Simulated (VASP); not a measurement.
The system is H.

```
H
1.0
     2.64964    0.00000    0.00000
     0.00000    2.64964    0.00000
     0.00000    0.00000    0.98049
H
1
Direct
  0.00000 0.00000 0.50000
```

Base run:

* Program: VASP 6.6.1
* Functional: PBE
* Potentials or basis: VASP PAW PBE potentials, release 64 (H)
* Cutoff: 520 eV
* k mesh: 8 × 8 × 22
* Occupations: gaussian, width 0.1 eV
* Spin: no spin polarisation

Its results: pressure 1.5 GPa.

**Question.** The run is repeated on the same cell with these changes: k mesh from 8 × 8 × 22 to 4 × 4 × 10. What comes out?

**Answer.** Pressure -0.1 GPa.

Caveats: some runs use coarse meshes.
